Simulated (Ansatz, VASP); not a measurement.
# Two plane-wave programs on AlN

```
CELL_PARAMETERS angstrom
4.32031 0.00000 0.00000
0.00000 3.37502 0.00000
0.00000 0.00000 23.80000
ATOMIC_POSITIONS crystal
Al 0.00000 0.44010 0.29412
N 0.00000 0.94010 0.29412
```

Alike in both runs: functional PBE; k mesh 4 × 6 × 1; occupations gaussian, width 0.1 eV; no spin polarisation.

Ansatz relaxed the structure, and its values are those at the end. VASP's run is a single point on that final structure, the one shown.

|  | VASP | Ansatz |
| --- | --- | --- |
| version | VASP 6.6.1 | Ansatz 0.2.0 |
| potentials or method | VASP PAW PBE potentials, release 64 (Al, N), cutoff 520 eV | scalar-relativistic, plane waves, PAW |
| valence electrons in the cell | 8 | 8 |

```csv
,VASP,Ansatz,Ansatz less VASP
gap on the k mesh at the Fermi level (eV),1.54,1.55,+0.008
least direct gap on the mesh (eV),2.29,2.30,+0.002
```

The functional is the same, so the differences come from potentials, cutoffs and numerics. Ansatz's warnings: structure snapped to symmetry.
